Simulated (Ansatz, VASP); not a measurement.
## Sb: VASP beside Ansatz

POSCAR

```
Sb
1.0
    2.1706020527      1.2531976795      3.8710910875
   -2.1706020527      1.2531976795      3.8710910875
    0.0000000000     -2.5063953589      3.8710910875
Sb
2
Direct
    0.2313018333      0.2313018333      0.2313018333
    0.7686981667      0.7686981667      0.7686981667
```

Contents of INCAR.step1:

```
SYSTEM = Sb
ALGO     = Normal         ! electronic algorithm
EDIFF    = 1E-4           ! SCF threshold, eV
ENCUT    = 520            ! plane-wave cutoff, eV
GGA      = PE             ! functional
ISMEAR   = 1              ! smearing method
LASPH    = .TRUE.         ! aspherical terms in the spheres
LCHARG   = .FALSE.        ! write CHGCAR
LREAL    = .FALSE.        ! projectors in reciprocal space
LWAVE    = .TRUE.         ! write WAVECAR
NBANDS   = 12             ! bands
NELM     = 100            ! most SCF steps
PREC     = Accurate       ! precision mode
SIGMA    = 0.2            ! smearing width, eV
```

File INCAR.step2:

```
SYSTEM = Sb
ALGO     = Normal         ! electronic algorithm
EDIFF    = 1E-6           ! SCF threshold, eV
ENCUT    = 520            ! plane-wave cutoff, eV
ISIF     = 2              ! what is computed and relaxed
ISMEAR   = 1              ! smearing method
ISTART   = 1            
LASPH    = .TRUE.         ! aspherical terms in the spheres
LCHARG   = .FALSE.        ! write CHGCAR
LMIXTAU  = .TRUE.       
LREAL    = .FALSE.        ! projectors in reciprocal space
LWAVE    = .FALSE.        ! write WAVECAR
METAGGA  = R2SCAN         ! meta-GGA
NBANDS   = 12             ! bands
NELM     = 100            ! most SCF steps
PREC     = Accurate       ! precision mode
SIGMA    = 0.2            ! smearing width, eV
```

The input KPOINTS:

```
k-points
0
G
  9 9 9
  0 0 0
```

Input for Ansatz:

```yaml
crystal:
  lattice:
    - [2.1706020527, 1.2531976795, 3.8710910875]
    - [-2.1706020527, 1.2531976795, 3.8710910875]
    - [0.0, -2.5063953589, 3.8710910875]
  atoms:
    - { symbol: Sb, position: [0.2313018333, 0.2313018333, 0.2313018333] }
    - { symbol: Sb, position: [0.7686981667, 0.7686981667, 0.7686981667] }
hamiltonian:
  xc: r2scan
  pseudopotentials:
    kind: paw
    azcp:
      Sb: "pseudopotentials/Sb.paw.azcp"
basis:
  ecutwfc: 500
  fft_grid_basis: typed
kpoints:
  mp_grid: { grid: [9, 9, 9], shift: [0, 0, 0] }
magnetization:
  spin_polarized: false
scf:
  occupations: { method: cold, width: 0.2 }
  lower_state_search: "off"
output:
  stress: true
```

Alike in both runs: task single point; functional r2SCAN; k mesh 9 × 9 × 9; no spin polarisation.

|  | VASP | Ansatz |
| --- | --- | --- |
| version | VASP 6.6.1 | Ansatz 0.2.0 |
| potentials or method | VASP PAW PBE potentials, release 64 (Sb), cutoff 520 eV | plane waves (500 eV) with PAW, scalar-relativistic |
| occupations | methfessel-paxton of order 1, width 0.2 eV | cold, width 0.2 eV |
| valence electrons in the cell | 10 | 30 |

```tsv
	VASP	Ansatz	Ansatz less VASP
pressure (GPa)	0.1	0.0	-0.12
traceless stress, the component that is largest in VASP (GPa)	-0.08	-0.01	+0.065
```

VASP's potentials were made for PBE, not for r2SCAN. VASP's potentials hold 10 valence electrons a cell and Ansatz's 30, so a difference there can come from the potentials and not from the codes.

Neither program's run includes spin-orbit coupling.
